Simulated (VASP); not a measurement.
Write the native input for VASP 6.6.1 that does the following.

```
Task                   : relaxation of cell and atoms
Functional             : PBE
Potentials or basis    : VASP PAW PBE potentials, release 64 (Mg, Cd, Se)
Cutoff                 : 600 eV
k mesh                 : 6 × 6 × 1
Occupations            : gaussian, width 0.1 eV
Spin                   : no spin polarisation
Dipole correction      : no
Further INCAR settings : ALGO = Normal; EDIFF = 1e-07; IBRION = 2; EDIFFG = -0.04; NSW = 90; ISIF = 3
```

The structure of MgCd5Se6 lies in POSCAR:

```
MgCd5Se6
1.0
    4.1649741300      0.0000000000      0.0000000000
   -2.0824870600      3.6069734000      0.0000000000
    0.0000000000      0.0000000000     20.4041228100
Mg Cd Se
1 5 6
Direct
    0.0000000000      0.0000000000      0.0000000000
    0.3333333300      0.6666666700      0.8333333300
    0.6666666700      0.3333333300      0.6666666700
    0.0000000000      0.0000000000      0.5000000000
    0.3333333300      0.6666666700      0.3333333300
    0.6666666700      0.3333333300      0.1666666700
    0.6666666700      0.3333333300      0.9166666700
    0.0000000000      0.0000000000      0.7500000000
    0.3333333300      0.6666666700      0.5833333300
    0.6666666700      0.3333333300      0.4166666700
    0.0000000000      0.0000000000      0.2500000000
    0.3333333300      0.6666666700      0.0833333300
```

The input as run:

INCAR

```
SYSTEM = MgCd5Se6
  PREC = Accurate
  ENCUT = 600
  EDIFF = 1E-7
  ISMEAR = 0
  SIGMA = 0.1
  LREAL = .FALSE.
  LASPH = .TRUE.
  NELM = 60
  ALGO = Normal
  ISIF = 3
  LWAVE = .FALSE.
  LCHARG = .FALSE.
  GGA = PE
  IBRION = 2
  NSW = 90
  EDIFFG = -0.04
```

KPOINTS

```
regular mesh
0
G
  6 6 1
  0 0 0
```

Potentials or basis: VASP PAW PBE potentials, release 64 (Mg, Cd, Se).

Command:

```console
$ cat potpaw_PBE.64/Mg/POTCAR potpaw_PBE.64/Cd/POTCAR potpaw_PBE.64/Se/POTCAR > POTCAR
$ mpirun -np 1 vasp_std > vasp.out
```

Results of the run:

```
Relaxed volume                        : 23.25 Å³/atom
Relaxed cell                          : a = 4.035 Å, b = 4.035 Å, c = 19.789 Å, α = 90.00°, β = 90.00°, γ = 120.00°
Space group after relaxing (to 0.1 Å) : P-3m1 (No. 164)
Energy gained by relaxing             : 38.6 meV/atom
Ionic steps                           : 12
Pressure after relaxing               : 0.0 GPa
Largest force after relaxing          : 0.038 eV/Å
Band gap on the k mesh                : zero (bands 49 and 50 overlap by 0.07 eV)
```

Caveat: semilocal functionals underestimate gaps, so a narrow gap can read as zero.

It took 52 min on 1 thread of Intel Xeon 8259CL, on a shared host, peak memory 0.63 GiB.
